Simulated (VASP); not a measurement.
# AlSiN (P-6m2) in VASP: relaxation of cell and atoms with PBE

Aim: the relaxation of cell and atoms of AlSiN with PBE.

All numbers are computed with VASP 6.6.1; they aren't measurements. Logs are shortened: lines on timing, memory, paths and dates and some standing lists are left out, and cuts for length are marked.

## (1) The cell of the first run

It takes space group P-6m2 (No. 187, hexagonal). Conventional cell: a = 3.646 Å, b = 3.646 Å, c = 3.662 Å, α = 90.00°, β = 90.00°, γ = 120.00°. Within 2.8 Å of Al (site symmetry -6m2) lie 3 N at 2.10 Å and 6 Si at 2.79 Å. Si (site symmetry -6m2) has 6 Al at 2.79 Å and 6 N at 2.79 Å and 8 Si at 3.65 to 3.66 Å within 3.7 Å. Within 2.8 Å of N (site symmetry -6m2) lie 3 Al at 2.10 Å and 6 Si at 2.79 Å.

The cell was generated, and may not be a known phase.

## (2) Relaxation of cell and atoms, PBE

The input, INCAR:

```
PREC = Accurate ; ENCUT = 1330
EDIFF = 1E-7 ; ISMEAR = 0
SIGMA = 0.1 ; LREAL = F
LASPH = T ; NELM = 120
ALGO = Normal ; ISIF = 3
LWAVE = F ; LCHARG = F
GGA = PE ; IBRION = 2
NSW = 90 ; EDIFFG = -0.04
GGA_COMPAT = F ; NELMIN = 4
```

The input, KPOINTS:

```
Automatic mesh
0
Gamma
  6 6 6
```

The input, POSCAR:

```
AlSiN
1.0
    3.6457866300      0.0000000000      0.0000000000
   -1.8228933200      3.1573438400      0.0000000000
    0.0000000000      0.0000000000      3.6615969000
Al Si N
1 1 1
Direct
    0.6666666700      0.3333333300      0.5000000000
    0.0000000000      0.0000000000      0.0000000000
    0.3333333300      0.6666666700      0.5000000000
```

Potentials or basis: VASP PAW PBE potentials, release 64 (Al, Si, N_h).

Started as:

```
cat potpaw_PBE.64/Al/POTCAR potpaw_PBE.64/Si/POTCAR potpaw_PBE.64/N_h/POTCAR > POTCAR
mpirun -np 1 vasp_std > vasp.out
```

OUTCAR:

```text
PREC = Accurate
   ENCUT = 1330
   EDIFF = 1E-7
   ISMEAR = 0
   LREAL = F
   LASPH = T
   NELM = 120
   ISIF = 3
   GGA = PE
   IBRION = 2
   NSW = 90
   EDIFFG = -0.04
   NELMIN = 4

 ion  position               nearest neighbor table
   1  0.667  0.333  0.500-   3 2.10   3 2.10   3 2.10   2 2.79   2 2.79   2 2.79   2 2.79   2 2.79
                             2 2.79
   2  0.000  0.000  0.000-   1 2.79   1 2.79   1 2.79   1 2.79   1 2.79   1 2.79
   3  0.333  0.667  0.500-   1 2.10   1 2.10   1 2.10

  LATTYP: Found a hexagonal cell.
 ALAT       =     3.6457866300
 C/A-ratio  =     1.0043365868

  Lattice vectors:

 A1 = (   3.6457866300,   0.0000000000,   0.0000000000)
 A2 = (  -1.8228933200,   3.1573438400,   0.0000000000)
 A3 = (   0.0000000000,   0.0000000000,   3.6615969000)

Analysis of symmetry for initial positions (statically):
=====================================================================
 Subroutine PRICEL returns:
 Original cell was already a primitive cell.

 Routine SETGRP: Setting up the symmetry group for a
 hexagonal supercell.

 Subroutine GETGRP returns: Found 12 space group operations
 (whereof 12 operations were pure point group operations)
 out of a pool of 24 trial point group operations.

The static configuration has the point symmetry D_3h.

Analysis of symmetry for dynamics (positions and initial velocities):
=====================================================================
 Subroutine PRICEL returns:
 Original cell was already a primitive cell.

 Routine SETGRP: Setting up the symmetry group for a
 hexagonal supercell.

 Subroutine GETGRP returns: Found 12 space group operations
 (whereof 12 operations were pure point group operations)
 out of a pool of 24 trial point group operations.

The dynamic configuration has the point symmetry D_3h.

 Subroutine INISYM returns: Found 12 space group operations
 (whereof 12 operations are pure point group operations),
 and found     1 'primitive' translations

----------------------------------------------------------------------------------------

                                     Primitive cell

  volume of cell :      42.1486

  direct lattice vectors                    reciprocal lattice vectors
     3.645786630  0.000000000  0.000000000     0.274289228  0.158360960  0.000000000
    -1.822893320  3.157343840  0.000000000     0.000000000  0.316721919  0.000000000
     0.000000000  0.000000000  3.661596900     0.000000000  0.000000000  0.273104885

  length of vectors
     3.645786630  3.645786634  3.661596900     0.316721919  0.316721919  0.273104885

  position of ions in fractional coordinates (direct lattice)
     0.666666670  0.333333330  0.500000000
     0.000000000  0.000000000  0.000000000
     0.333333330  0.666666670  0.500000000

  ion indices of the primitive-cell ions
   primitive index   ion index
                 1           1
                 2           2
                 3           3

----------------------------------------------------------------------------------------

 KPOINTS: Automatic mesh

Automatic generation of k-mesh.
 Grid dimensions read from file:
 generate k-points for:    6    6    6

 Generating k-lattice:

  Cartesian coordinates                     Fractional coordinates (reciprocal lattice)
     0.045714871  0.026393493  0.000000000     0.166666667 -0.000000000  0.000000000
     0.000000000  0.052786987  0.000000000     0.000000000  0.166666667  0.000000000
     0.000000000  0.000000000  0.045517481     0.000000000  0.000000000  0.166666667

  Length of vectors
     0.052786987  0.052786987  0.045517481

  Shift w.r.t. Gamma in fractional coordinates (k-lattice)
     0.000000000  0.000000000  0.000000000

 Subroutine IBZKPT returns following result:
 ===========================================

 Found     28 irreducible k-points:

 Following reciprocal coordinates:
            Coordinates               Weight
  0.000000  0.000000  0.000000      1.000000
  0.166667  0.000000  0.000000      6.000000
  0.333333 -0.000000  0.000000      6.000000
  0.500000  0.000000  0.000000      3.000000
  0.166667  0.166667  0.000000      6.000000
  0.333333  0.166667  0.000000     12.000000
[... 16 lines left out ...]
  0.166667  0.000000  0.500000      6.000000
  0.333333 -0.000000  0.500000      6.000000
 [... further k-points ...]
   k-points           NKPTS =     28   k-points in BZ     NKDIM =     28   number of bands    NBANDS=     10
   number of dos      NEDOS =    301   number of ions     NIONS =      3
   total plane-waves  NPLWV = 110592
   dimension x,y,z NGX =    48 NGY =   48 NGZ =   48
   dimension x,y,z NGXF=    96 NGYF=   96 NGZF=   96
   ions per type =               1   1   1
   NGX,Y,Z   is equivalent  to a cutoff of  21.89, 21.89, 21.79 a.u.
   NGXF,Y,Z  is equivalent  to a cutoff of  43.78, 43.78, 43.59 a.u.
 SYSTEM =  unknown system
   PREC   = accura    normal or accurate (medium, high low for compatibility)
   ISTART =      0    job   : 0-new  1-cont  2-samecut
   ICHARG =      2    charge: 1-file 2-atom 10-const
   ISPIN  =      1    spin polarized calculation?
   LNONCOLLINEAR =      F non collinear calculations
   LSORBIT =      F    spin-orbit coupling
   LASPH  =      T    aspherical Exc in radial PAW
   ENCUT  = 1330.0 eV  97.75 Ry    9.89 a.u.  10.84 10.84 10.89*2*pi/ulx,y,z
   NELM   =    120;   NELMIN=  4; NELMDL= -5     # of ELM steps
   EDIFF  = 0.1E-06   stopping-criterion for ELM
   LREAL  =      F    real-space projection
   EDIFFG = -.4E-01   stopping-criterion for IOM
   NSW    =     90    number of steps for IOM
   IBRION =      2    ionic relax: 0-MD 1-quasi-New 2-CG
   NFREE  =      1    steps in history (QN), initial steepest desc. (CG)
   ISIF   =      3    stress and relaxation
   ISYM   =      2    0-nonsym 1-usesym 2-fastsym
   POTIM  = 0.5000    time-step for ionic-motion
   TEBEG  =    0.0;   TEEND  =   0.0 temperature during run
   PSTRESS=    0.0 pullay stress
   NELECT =      12.0000    total number of electrons
   NUPDOWN=      -1.0000    fix difference up-down
   EMIN   =  10.00;   EMAX   =-10.00  energy-range for DOS
   EFERMI =   0.00;   METHOD = LEGACY
   ISMEAR =     0;   SIGMA  =   0.10  broadening in eV -4-tet -1-fermi 0-gaus
   EFERMI_NEDOS =   21; number of points for ismear=-14 and -15
   IALGO  =     38    algorithm
   IMIX   =      4    mixing-type and parameters
     AMIX     =   0.40;   BMIX     =  1.00
     AMIX_MAG =   1.60;   BMIX_MAG =  1.00
  volume/ion in A,a.u.               =      14.05        94.81
  Fermi-wavevector in a.u.,A,eV,Ry     =   1.076979  2.035196 15.781186  1.159884
  Thomas-Fermi vector in A             =   2.212879
   LORBIT       =      0    0 simple, 1 ext, 2 COOP (PROOUT), +10 PAW based schemes
   GGA     = PE    functional components
   LHFCALC =     F    Hartree Fock is set to
   AEXX    =    0.0000 exact exchange contribution
   IVDW    =     0    specifies the selected vdW correction
   LEPSILON=     F    determine dielectric tensor
   LRPA    =     F    only Hartree local field effects (RPA)
 conjugate gradient relaxation of ions
 non-spin polarized calculation
 Gauss-broadening in eV      SIGMA  =   0.10
  energy-cutoff  :     1330.00
  volume of cell :       42.15
 maximum number of plane-waves:      4680
 NGX is ok and might be reduce to    48
   NGX = 21   NGY = 21   NGZ = 21

--------------------------------------- Ionic step        1  -------------------------------------------

 number of electron      12.0000000 magnetization

 Free energy of the ion-electron system (eV)
  ---------------------------------------------------
  ext. energy  EPLUGINS =         0.00000000
  ---------------------------------------------------
  free energy    TOTEN  =       -15.88235162 eV

  energy without entropy =      -15.87679654  energy(sigma->0) =      -15.87957408

------------------------ aborting loop because EDIFF is reached ----------------------------------------

  FORCE on cell =-STRESS in cart. coord.  units (eV):
  Direction    XX          YY          ZZ          XY          YZ          ZX
  --------------------------------------------------------------------------------------
  -------------------------------------------------------------------------------------
  Total       -4.3889249     -4.3889249      0.5455245      0.0000000     -0.0000000      0.0000000
  in kB     -166.8341974   -166.8341975     20.7367732      0.0000003     -0.0000000      0.0000000
  external PRESSURE =    -104.3105406 kB  Pullay stress =       0.0000000 kB
[... 92 lines left out ...]
  FREE ENERGIE OF THE ION-ELECTRON SYSTEM (eV)
  ---------------------------------------------------
  free  energy   TOTEN  =       -16.2132890956 eV

  energy  without entropy=      -16.2072145276  energy(sigma->0) =      -16.21025181

 E-fermi :   7.3651     XC(G=0): -10.2842

 val. band max:        7.3511895677   @ k =   0.3333  -0.0000   0.3333
 cond. band min:       7.4189488711   @ k =   0.1667   0.0000   0.1667
 fundamental gap:      0.0677593033
 Fermi energy:         7.3651244780

 k-point     1 :       0.0000    0.0000    0.0000
  band No.  band energies     occupation
      1      -9.5730      2.00000
      2      -2.9835      2.00000
      3       0.6009      2.00000
      4       4.1301      2.00000
      5       4.1301      2.00000
      6       8.0349      0.00000
      7      10.4288      0.00000
      8      14.3762      0.00000
      9      14.3762      0.00000
     10      17.8890      0.00000
[... 287 lines left out ...]
 k-point    24 :       0.3333   -0.0000    0.5000
  band No.  band energies     occupation
      1      -8.3190      2.00000
      2      -1.2654      2.00000
      3       0.5085      2.00000
      4       3.5566      2.00000
      5       4.2880      2.00000
      6       6.2692      2.00000
      7       6.6933      2.00000
      8      11.6383      0.00000
      9      12.1354      0.00000
     10      12.8441      0.00000

 [... further k-points ...]

[... ionic steps 4 to 17 ...]

--------------------------------------- Ionic step       18  -------------------------------------------

 number of electron      12.0000000 magnetization

------------------------ aborting loop because EDIFF is reached ----------------------------------------

  FORCE on cell =-STRESS in cart. coord.  units (eV):
  Direction    XX          YY          ZZ          XY          YZ          ZX
  --------------------------------------------------------------------------------------
  -------------------------------------------------------------------------------------
  Total        0.0671200      0.0671200      0.3350529     -0.0000000     -0.0000000      0.0000000
  in kB        2.2786955      2.2786955     11.3749114     -0.0000000     -0.0000000      0.0000000
  external PRESSURE =       5.3107675 kB  Pullay stress =       0.0000000 kB
[... 59 lines left out ...]
  energy  without entropy=      -17.5327511598  energy(sigma->0) =      -17.53633467

--------------------------------------- Ionic step       20  -------------------------------------------

 number of electron      12.0000000 magnetization

 Free energy of the ion-electron system (eV)
  ---------------------------------------------------
  ext. energy  EPLUGINS =         0.00000000
  ---------------------------------------------------
  free energy    TOTEN  =       -17.54156914 eV

  energy without entropy =      -17.53538980  energy(sigma->0) =      -17.53847947

 E-fermi :   5.9765     XC(G=0):  -9.7582

 val. band max:        5.9641746195   @ k =   0.3333  -0.0000   0.3333
 cond. band min:       6.0845887224   @ k =   0.5000   0.0000   0.1667
 fundamental gap:      0.1204141028
 Fermi energy:         5.9765041739

 k-point     1 :       0.0000    0.0000    0.0000
  band No.  band energies     occupation
      1     -10.1896      2.00000
      2      -3.7991      2.00000
      3       0.0869      2.00000
      4       3.0640      2.00000
      5       3.0640      2.00000
      6       6.4236      0.00000
      7       8.4802      0.00000
      8      12.3557      0.00000
      9      12.3557      0.00000
     10      15.6305      0.00000
[... 329 lines left out ...]
  FREE ENERGIE OF THE ION-ELECTRON SYSTEM (eV)
  ---------------------------------------------------
  free  energy   TOTEN  =       -17.5415691357 eV

  energy  without entropy=      -17.5353898010  energy(sigma->0) =      -17.53847947

 reached required accuracy - stopping structural energy minimisation
```

Wall time 12 min (1 thread of Intel Xeon Platinum 8259CL at 2.50GHz (Skylake/Cascade Lake), shared host); peak memory 0.39 GiB.

Results:

```
Free energy                           : -17.5416 eV
Relaxed volume                        : 15.93 Å³/atom
Relaxed cell                          : a = 3.070 Å, b = 3.070 Å, c = 5.853 Å, α = 90.00°, β = 90.00°, γ = 120.00°
Space group after relaxing (to 0.1 Å) : P-6m2 (No. 187)
Pressure after relaxing               : 0.1 GPa
Band gap on the k mesh                : zero (bands 6 and 7 overlap by 2.72 eV)
```

Final structure:
```
Al Si N
1.0
     3.07016    0.00000    0.00000
    -1.53508    2.65884    0.00000
     0.00000    0.00000    5.85310
Al Si N
1 1 1
Direct
  0.66667 0.33333 0.50000
  0.00000 0.00000 0.00000
  0.33333 0.66667 0.50000
```

Caveat: a cell axis changed by over 15 % at a fixed basis, so the end point is rough.

The gap in the log of VASP goes by the Fermi energy; the results here count the filled bands.